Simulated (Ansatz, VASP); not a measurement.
## Two plane-wave programs on TePb

```xyz
2
Lattice="0.0000 3.2310 3.2310 3.2310 0.0000 3.2310 3.2310 3.2310 0.0000" Properties=species:S:1:pos:R:3 pbc="T T T"
Pb    0.0000    0.0000    0.0000
Te    3.2310    3.2310    3.2310
```

Alike in both runs: functional PBE exchange alone; k mesh 7 × 7 × 7; occupations fermi-dirac, width 0.05 eV; no spin polarisation.

|  | VASP | Ansatz |
| --- | --- | --- |
| version | VASP 6.6.1 | Ansatz 0.2.0 |
| potentials or method | VASP PAW PBE potentials, release 64 (Pb_d, Te) | Ansatz PAW |
| plane-wave cutoff (eV) | 520 | 420 |
| valence electrons in the cell | 20 | 30 |
| task | single point | band structure |

```tsv
	VASP	Ansatz	Ansatz less VASP
pressure (GPa)	10.2	10.2	0.00
```

VASP's potentials were made for PBE, not for PBE exchange alone. The functional is the same, so the differences come from potentials, cutoffs and numerics. VASP's potentials hold 20 valence electrons a cell and Ansatz's 30, so a difference there can come from the potentials and not from the codes.

Neither program's run includes spin-orbit coupling.
